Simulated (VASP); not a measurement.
# K (C2/m) in VASP: single point with PBE

Aim: the single point of K with PBE.

All numbers are computed with VASP 6.6.1; they aren't measurements. Logs are shortened: lines on timing, memory, paths and dates and some standing lists are left out, and cuts for length are marked.

## (1) The cell of the first run

The typed cell holds 1 atom: a = 4.566 Å, b = 4.566 Å, c = 4.563 Å, α = 108.62°, β = 108.62°, γ = 111.13°.

## (2) Single point, PBE

Contents of INCAR:

```
SYSTEM = K
ALGO = Fast
EDIFF = 1E-6
ENCUT = 520
GGA = PE
ISIF = 2
ISMEAR = 0
LASPH = .TRUE.
LCHARG = .TRUE.
LELF = .TRUE.
LREAL = .FALSE.
LVHAR = .TRUE.
LWAVE = .FALSE.
NBANDS = 10
NELM = 100
PREC = Accurate
SIGMA = 0.1
```

Contents of KPOINTS:

```
k-points
0
G
  12 12 12
  0 0 0
```

Contents of POSCAR:

```
K
1.0
    2.5789618011     -3.7660078788     -0.1280380238
    2.5789618011      3.7660078788     -0.1280380238
   -2.3866808669      0.0000000000      3.8886662057
K
1
Direct
    0.0000000000      0.0000000000      0.5000000000
```

Potentials or basis: VASP PAW PBE potentials, release 64 (K_sv).

Run with:

```console
> cat potpaw_PBE.64/K_sv/POTCAR > POTCAR
> mpirun -np 1 vasp_std > vasp.out
```

OUTCAR:

```text
SYSTEM = K
   EDIFF = 1E-6
   ENCUT = 520
   GGA = PE
   ISIF = 2
   ISMEAR = 0
   LASPH = .TRUE.
   LREAL = .FALSE.
   NELM = 100
   PREC = Accurate

 ion  position               nearest neighbor table
   1  0.000  0.000  0.500-

  LATTYP: Found a base centered monoclinic cell.
 ALAT       =     5.1642764090
 B/A-ratio  =     1.4584842408
 C/A-ratio  =     0.8835064298
 COS(beta)  =    -0.5647061234

  Lattice vectors:

 A1 = (   2.5789618011,  -3.7660078788,  -0.1280380238)
 A2 = (   2.5789618011,   3.7660078788,  -0.1280380238)
 A3 = (  -2.3866808669,   0.0000000000,   3.8886662057)

Analysis of symmetry for initial positions (statically):
=====================================================================
 Subroutine PRICEL returns:
 Original cell was already a primitive cell.

 Routine SETGRP: Setting up the symmetry group for a
 base centered monoclinic supercell.

 Subroutine GETGRP returns: Found  4 space group operations
 (whereof  4 operations were pure point group operations)
 out of a pool of  4 trial point group operations.

The static configuration has the point symmetry C_2h.

Analysis of symmetry for dynamics (positions and initial velocities):
=====================================================================
 Subroutine PRICEL returns:
 Original cell was already a primitive cell.

 Routine SETGRP: Setting up the symmetry group for a
 base centered monoclinic supercell.

 Subroutine GETGRP returns: Found  4 space group operations
 (whereof  4 operations were pure point group operations)
 out of a pool of  4 trial point group operations.

The dynamic configuration has the point symmetry C_2h.

 Subroutine INISYM returns: Found  4 space group operations
 (whereof  4 operations are pure point group operations),
 and found     1 'primitive' translations

----------------------------------------------------------------------------------------

                                     Primitive cell

  volume of cell :      73.2348

  direct lattice vectors                    reciprocal lattice vectors
     2.578961801 -3.766007879 -0.128038024     0.199969759 -0.132766584  0.122732056
     2.578961801  3.766007879 -0.128038024     0.199969759  0.132766584  0.122732056
    -2.386680867  0.000000000  3.888666206     0.013168388  0.000000000  0.265239721

  length of vectors
     4.566207732  4.566207732  4.562671413     0.269588627  0.269588627  0.265566406

  position of ions in fractional coordinates (direct lattice)
     1.000000000  1.000000000  0.500000000

[... 82 lines left out ...]
   ISYM   =      2    0-nonsym 1-usesym 2-fastsym
   POTIM  = 0.5000    time-step for ionic-motion
   TEBEG  =    0.0;   TEEND  =   0.0 temperature during run
   PSTRESS=    0.0 pullay stress
   NELECT =       9.0000    total number of electrons
   NUPDOWN=      -1.0000    fix difference up-down
   EMIN   =  10.00;   EMAX   =-10.00  energy-range for DOS
   EFERMI =   0.00;   METHOD = LEGACY
   ISMEAR =     0;   SIGMA  =   0.10  broadening in eV -4-tet -1-fermi 0-gaus
   EFERMI_NEDOS =   21; number of points for ismear=-14 and -15
   IALGO  =     68    algorithm
   IMIX   =      4    mixing-type and parameters
     AMIX     =   0.40;   BMIX     =  1.00
     AMIX_MAG =   1.60;   BMIX_MAG =  1.00
  volume/ion in A,a.u.               =      73.23       494.21
  Fermi-wavevector in a.u.,A,eV,Ry     =   0.813923  1.538091  9.013453  0.662470
  Thomas-Fermi vector in A             =   1.923736
   LORBIT       =      0    0 simple, 1 ext, 2 COOP (PROOUT), +10 PAW based schemes
   GGA     = PE    functional components
   LHFCALC =     F    Hartree Fock is set to
   AEXX    =    0.0000 exact exchange contribution
   IVDW    =     0    specifies the selected vdW correction
   LEPSILON=     F    determine dielectric tensor
   LRPA    =     F    only Hartree local field effects (RPA)
 non-spin polarized calculation
 RMM-DIIS sequential band-by-band and
 Gauss-broadening in eV      SIGMA  =   0.10
  energy-cutoff  :      520.00
  volume of cell :       73.23
 maximum number of plane-waves:      1992
 NGX is ok and might be reduce to    36
   NGX = 17   NGY = 17   NGZ = 17

 number of electron       9.0000001 magnetization

 Free energy of the ion-electron system (eV)
  ---------------------------------------------------
  ext. energy  EPLUGINS =         0.00000000
  ---------------------------------------------------
  free energy    TOTEN  =        -1.04833357 eV

  energy without entropy =       -1.04368773  energy(sigma->0) =       -1.04601065

 E-fermi :  -0.1206     XC(G=0):  -5.6617

 val. band max:       -0.1304526413   @ k =   0.3333   0.0833   0.5000
 cond. band min:      -0.1096611070   @ k =   0.1667  -0.0000   0.3333
 fundamental gap:      0.0207915344
 Fermi energy:        -0.1205693957

 k-point     1 :       0.0000    0.0000    0.0000
  band No.  band energies     occupation
      1     -32.2413      2.00000
      2     -15.6906      2.00000
      3     -15.6903      2.00000
      4     -15.6903      2.00000
      5      -2.2730      2.00000
      6       4.0865      0.00000
      7       4.2421      0.00000
      8       4.2426      0.00000
      9       4.9957      0.00000
     10       5.2012      0.00000
[... 287 lines left out ...]
 k-point    24 :      -0.4167    0.1667   -0.0000
  band No.  band energies     occupation
      1     -32.2378      2.00000
      2     -15.7421      2.00000
      3     -15.7108      2.00000
      4     -15.6953      2.00000
      5      -0.7390      2.00000
      6       2.1435      0.00000
      7       2.7698      0.00000
      8       4.7720      0.00000
      9       4.9565      0.00000
     10       5.5363      0.00000

 [... further k-points ...]

------------------------ aborting loop because EDIFF is reached ----------------------------------------

  FORCE on cell =-STRESS in cart. coord.  units (eV):
  Direction    XX          YY          ZZ          XY          YZ          ZX
  --------------------------------------------------------------------------------------
  -------------------------------------------------------------------------------------
  Total        0.0110557      0.0117844      0.0122532      0.0000000      0.0000000     -0.0015251
  in kB        0.2418675      0.2578110      0.2680666      0.0000000      0.0000000     -0.0333640
  external PRESSURE =       0.2559150 kB  Pullay stress =       0.0000000 kB

 VOLUME and BASIS-vectors are now :
 -----------------------------------------------------------------------------
  energy-cutoff  :      520.00
  volume of cell :       73.23
      direct lattice vectors                 reciprocal lattice vectors
     2.578961801 -3.766007879 -0.128038024     0.199969759 -0.132766584  0.122732056
     2.578961801  3.766007879 -0.128038024     0.199969759  0.132766584  0.122732056
    -2.386680867  0.000000000  3.888666206     0.013168388  0.000000000  0.265239721

 POSITION                                       TOTAL-FORCE (eV/Angst)
 -----------------------------------------------------------------------------------
     -1.19334      0.00000      1.94433         0.000000      0.000000      0.000000
 -----------------------------------------------------------------------------------
    total drift:                               -0.000000      0.000000      0.000000

  FREE ENERGIE OF THE ION-ELECTRON SYSTEM (eV)
  ---------------------------------------------------
  free  energy   TOTEN  =        -1.0483335708 eV

  energy  without entropy=       -1.0436877303  energy(sigma->0) =       -1.04601065
```

Wall time 8.9 min (1 thread of Oxide Virtual Turin-like, shared host); peak memory 0.42 GiB.

Results:

| Item | Value |
| --- | --- |
| Free energy | -1.0483 eV |
| Pressure | 0.0 GPa |
| Band gap on the k mesh | zero (an odd number of electrons rules out a gap without spin polarisation) |

The gap in the log of VASP goes by the Fermi energy; the results here count the filled bands.